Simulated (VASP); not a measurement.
Write the native input for VASP 6.6.1 that does the following.

```yaml
Task: single point
Functional: PBEsol
Potentials_or_basis: VASP PAW PBE potentials, release 64 (Sb)
Cutoff: 520 eV
k_mesh: 15 × 15 × 15
Occupations: fermi-dirac, width 0.1 eV
Spin: no spin polarisation
Dipole_correction: no
Further_INCAR_settings: ALGO = Normal; EDIFF = 1e-06; NBANDS = 8
```

The structure of Sb lies in POSCAR:

```
Sb
1.0
    0.0000000000      1.8067445500      1.8067445500
    1.8067445500      0.0000000000      1.8067445500
    1.8067445500      1.8067445500      0.0000000000
Sb
1
Direct
    0.0000000000      0.0000000000      0.0000000000
```

This cell differs from its parent crystal: volume scaled by 0.45.

The input as run:

INCAR

```
SYSTEM = Sb
  PREC = Accurate
  ENCUT = 520
  EDIFF = 1E-6
  ISMEAR = -1
  SIGMA = 0.1
  LREAL = .FALSE.
  LASPH = .TRUE.
  NELM = 100
  ALGO = Normal
  ISIF = 2
  LWAVE = .FALSE.
  LCHARG = .TRUE.
  GGA = PS
  LELF = .TRUE.
  LVHAR = .TRUE.
  NBANDS = 8
```

KPOINTS

```
regular mesh
0
G
  15 15 15
  0 0 0
```

Potentials or basis: VASP PAW PBE potentials, release 64 (Sb).

Launch:

```sh
$ cat potpaw_PBE.64/Sb/POTCAR > POTCAR
$ mpirun -np 1 vasp_std > vasp.out
```

Results of the run:

```
Pressure : 351.2 GPa
```

Caveat: the PAW data sets were made with another functional, which shifts forces and pressure a little.

It took 5.2 s on 1 thread of Intel(R) Xeon(R) 6975P-C (Granite Rapids) (shared host), peak memory 0.13 GiB.
